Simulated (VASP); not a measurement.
Input of a VASP 6.6.1 run:

File INCAR:

```
PREC = Accurate ; ENCUT = 600
EDIFF = 1E-6 ; ISMEAR = 0
SIGMA = 0.1 ; LREAL = F
LASPH = T ; NELM = 60
ALGO = Normal ; ISIF = 3
LWAVE = F ; LCHARG = F
GGA = PE ; IBRION = 2
NSW = 90 ; EDIFFG = -0.04
```

File KPOINTS:

```
regular mesh
0
Gamma
  8 8 8
```

Contents of POSCAR:

```
B
1.0
   -1.3562673700      2.6311771000      2.2362302400
    1.3562673700     -2.6311771000      2.2362302400
    1.3562673700      2.6311771000     -2.2362302400
B
4
Direct
    0.0116296500      0.2630089100      0.7486207400
    0.5143881600      0.2630089100      0.2513792600
    0.2589471500      0.6057077100      0.6532394400
    0.9524682700      0.6057077100      0.3467605600
```

Potentials or basis: VASP PAW PBE potentials, release 64 (B).

Run with:

```console
$ cat potpaw_PBE.64/B/POTCAR > POTCAR
$ mpirun -np 1 vasp_std > vasp.out
```

(1) Estimate the relaxed cell.

(2) Estimate the relaxed volume.

(3) Predict the band gap on the k mesh.

Results:

(1) a = 3.799 Å, b = 3.799 Å, c = 3.799 Å, α = 131.79°, β = 91.70°, γ = 107.69°.

(2) 9.20 Å³/atom.

(3) zero (band 6 reaches 4.41 eV, above the bottom of band 7 at 2.18 eV).

Caveat: the volume moved by over 15 % at a fixed basis, so the end points are rough.
